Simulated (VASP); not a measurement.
## Al3B2W: single point with PBE

The system is Al3B2W.

```
CELL_PARAMETERS angstrom
3.46522 0.00000 0.00000
-1.73261 3.00097 0.00000
0.00000 0.00000 7.40764
ATOMIC_POSITIONS crystal
Al 0.33333 0.66667 0.23753
Al 0.66667 0.33333 0.76247
Al 0.00000 0.00000 0.50000
B 0.33333 0.66667 0.68664
B 0.66667 0.33333 0.31336
W 0.00000 0.00000 0.00000
```

| Item | Value |
| --- | --- |
| Program | VASP 6.6.1 |
| Task | single point |
| Functional | PBE |
| Potentials or basis | VASP PAW PBE potentials, release 64 (Al, B, W_sv) |
| Cutoff | 500 eV |
| k mesh | 6 × 6 × 2 |
| Occupations | gaussian, width 0.2 eV |
| Spin | no spin polarisation |

| Quantity | Value |
| --- | --- |
| Pressure | 0.4 GPa |
| Largest force | 0.066 eV/Å |

Forces in eV/Å, atoms in the order of the input:
```
Al   0.000  0.000  0.003
Al   0.000  0.000 -0.003
Al   0.000  0.000  0.000
B    0.000  0.000  0.066
B    0.000  0.000 -0.066
W    0.000  0.000  0.000
```

Levels at points of the mesh, in eV from the Fermi level:
| k point | band 11 | band 12 | band 13 | band 14 | band 15 | band 16 | band 17 | band 18 |
| --- | --- | --- | --- | --- | --- | --- | --- | --- |
| (0.00, 0.00, 0.00) | -1.68 | -0.75 | -0.75 | 0.11 | 0.11 | 0.81 | 0.81 | 2.01 |
| (0.50, 0.00, 0.00) | -2.49 | -2.47 | -2.41 | -1.21 | 0.88 | 1.01 | 1.65 | 1.72 |
| (0.00, 0.00, 0.50) | -1.09 | -0.74 | -0.74 | -0.34 | -0.34 | 1.29 | 1.29 | 3.61 |
| (0.50, 0.00, 0.50) | -3.03 | -1.69 | -1.45 | -1.00 | -0.08 | 0.02 | 1.39 | 1.64 |

Wall time 13 s on 1 thread of Intel(R) Xeon(R) 6975P-C (Granite Rapids), with other jobs on the host, peak memory 0.19 GiB.

Caveat: the k points lie up to 0.42 Å⁻¹ apart; spin-orbit coupling is left out, which moves the levels of the heavy elements.
